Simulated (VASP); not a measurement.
NbTe2Mo3, 6 atoms in the cell. It takes space group P4/mmm (No. 123, tetragonal). Conventional cell: a = 3.960 Å, b = 3.960 Å, c = 10.058 Å, α = 90.00°, β = 90.00°, γ = 90.00°. Within 3.0 Å of Nb (site symmetry 4/mmm) lie 6 Mo at 2.27 to 2.80 Å. Te (site symmetry 4/mmm) has 2 Mo at 2.76 Å and 4 Te at 2.80 Å within 3.6 Å. Te (site symmetry 4/mmm) has 4 Te at 2.80 Å within 3.7 Å. Within 3.0 Å of Mo (site symmetry 4mm) lie 1 Nb at 2.27 Å and 1 Te at 2.76 Å. Mo (site symmetry 4/mmm) has 4 Nb at 2.80 Å and 8 Mo at 3.60 Å within 3.7 Å. The cell was built from a structure type or drawn by symmetry, and may not be a known phase.

| Property | Result |
| --- | --- |
| Program | VASP 6.6.1 |
| Task | single point |
| Functional | PBE |
| Potentials or basis | VASP PAW PBE potentials, release 64 (Nb_sv, Te, Mo_sv) |
| Cutoff | 520 eV |
| k mesh | 4 × 4 × 2 |
| Occupations | gaussian, width 0.2 eV |
| Spin | no spin polarisation |
| Dipole correction | no |
| Further INCAR settings | ALGO = Fast; EDIFF = 1e-06; NBANDS = 42 |

Potentials or basis: VASP PAW PBE potentials, release 64 (Nb_sv, Te, Mo_sv).

Launch:

```sh
$ cat potpaw_PBE.64/Nb_sv/POTCAR potpaw_PBE.64/Te/POTCAR potpaw_PBE.64/Mo_sv/POTCAR > POTCAR
$ mpirun -np 1 vasp_std > vasp.out
```

Hardware: 1 thread of Intel(R) Xeon(R) Platinum 8488C (Sapphire Rapids), with other jobs on the host.

Problem. How long does it take, and how much memory?

Solution. Wall time 4.2 min on 1 thread of Intel(R) Xeon(R) Platinum 8488C (Sapphire Rapids) (shared host), peak memory 0.3 GiB. Counts: scf iterations 36, k points 12.
